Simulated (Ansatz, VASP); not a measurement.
One calculation of Cd3Pd, two programs

```
CELL_PARAMETERS angstrom
4.16639 0.00000 0.00000
0.00000 4.16639 0.00000
0.00000 0.00000 4.29393
ATOMIC_POSITIONS crystal
Cd 0.00000 0.50000 0.50000
Cd 0.50000 0.00000 0.50000
Cd 0.50000 0.50000 0.00000
Pd 0.00000 0.00000 0.00000
```

Alike in both runs: task single point; functional LDA; k mesh 8 × 8 × 8; occupations methfessel-paxton of order 1, width 0.1 eV; no spin polarisation.

|  | VASP | Ansatz |
| --- | --- | --- |
| version | VASP 6.6.1 | Ansatz 0.2.0 |
| potentials or method | VASP PAW LDA potentials, release 64 (Cd, Pd), cutoff 520 eV | plane waves, PAW |
| valence electrons in the cell | 46 | 78 |

|  | VASP | Ansatz | Ansatz less VASP |
| --- | --- | --- | --- |
| pressure (GPa) | -6.4 | -7.2 | -0.84 |
| traceless stress, the component that is largest in VASP (GPa) | -0.56 | -0.52 | +0.039 |

LDA's correlation is that of Perdew and Zunger in VASP and of Perdew and Wang (1992) in Ansatz. VASP's potentials hold 46 valence electrons a cell and Ansatz's 78, so a difference there can come from the potentials and not from the codes. Ansatz's warnings: stress scf threshold loose.
